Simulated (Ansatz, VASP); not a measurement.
**Two plane-wave programs on In**

```
In
1.0
    -1.64822    1.69734    2.52498
     1.69734   -1.64822    2.52498
     1.60436    1.60436   -2.49270
In
1
Cartesian
  0.0000 0.0000 0.0000
```

Alike in both runs: task single point; functional PBE; k mesh 11 × 11 × 14; occupations fermi-dirac, width 1 eV; no spin polarisation.

|  | VASP | Ansatz |
| --- | --- | --- |
| version | VASP 6.6.1 | Ansatz 0.2.0 |
| potentials or method | VASP PAW PBE potentials, release 64 (In_d), cutoff 520 eV | plane waves (420 eV) with PAW, scalar-relativistic |
| valence electrons in the cell | 13 | 13 |

|  | VASP | Ansatz | Ansatz less VASP |
| --- | --- | --- | --- |
| pressure (GPa) | 3.3 | 3.3 | +0.04 |
| traceless stress, the component that is largest in VASP (GPa) | -0.16 | -0.16 | -0.001 |
